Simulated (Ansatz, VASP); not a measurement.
WS2 in VASP and in Ansatz

```
W S
1.0
     3.10007    0.00000    0.00000
    -1.55003    2.68474    0.00000
     0.00000    0.00000   18.86762
W S
3 6
Direct
  0.66667 0.33333 0.33267
  0.33333 0.66667 0.66600
  0.00000 0.00000 0.99933
  0.33333 0.66667 0.24873
  0.66667 0.33333 0.08324
  0.00000 0.00000 0.58206
  0.33333 0.66667 0.41657
  0.66667 0.33333 0.91540
  0.00000 0.00000 0.74990
```

Alike in both runs: task single point; functional PBEsol; k mesh 12 × 12 × 2; occupations gaussian, width 0.02 eV; no spin polarisation.

```csv
,VASP,Ansatz
version,VASP 6.6.1,Ansatz 0.2.0
potentials or method,"VASP PAW PBE potentials, release 64 (W_sv, S), cutoff 520 eV","scalar-relativistic, plane waves, PAW"
valence electrons in the cell,78,78
```

```tsv
	VASP	Ansatz	Ansatz less VASP
gap on the k mesh at the Fermi level (eV)	1.12	1.10	-0.016
least direct gap on the mesh (eV)	2.17	2.16	-0.005
pressure (GPa)	3.6	3.4	-0.13
traceless stress, the component that is largest in VASP (GPa)	-2.88	-2.89	-0.010
rms of the force components (eV/Å)	0.012	0.002	-0.0105
```

VASP's potentials were made for PBE, not for PBEsol. Atom by atom the forces differ by 0.011 eV/Å (rms over components).

Neither program's run includes spin-orbit coupling.
